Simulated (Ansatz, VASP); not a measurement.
Ba in VASP and in Ansatz

```xyz
1
Lattice="-2.5125 2.5125 2.5125 2.5125 -2.5125 2.5125 2.5125 2.5125 -2.5125" Properties=species:S:1:pos:R:3 pbc="T T T"
Ba    0.0000    0.0000    0.0000
```

Alike in both runs: task single point; functional PBE; k mesh 9 × 9 × 9; occupations methfessel-paxton of order 1, width 0.6 eV; no spin polarisation.

|  | VASP | Ansatz |
| --- | --- | --- |
| version | VASP 6.6.1 | Ansatz 0.2.0 |
| potentials or method | VASP PAW PBE potentials, release 64 (Ba_sv), cutoff 520 eV | plane waves (420 eV) with PAW, scalar-relativistic |
| valence electrons in the cell | 10 | 10 |

VASP gave:

| Property | Result |
| --- | --- |
| pressure (GPa) | 0.0 |

Task: What did Ansatz give for the same quantities?

Result: Pressure (GPa): -0.1.

The functional is the same, so the differences come from potentials, cutoffs and numerics.

Spin-orbit coupling is off throughout.
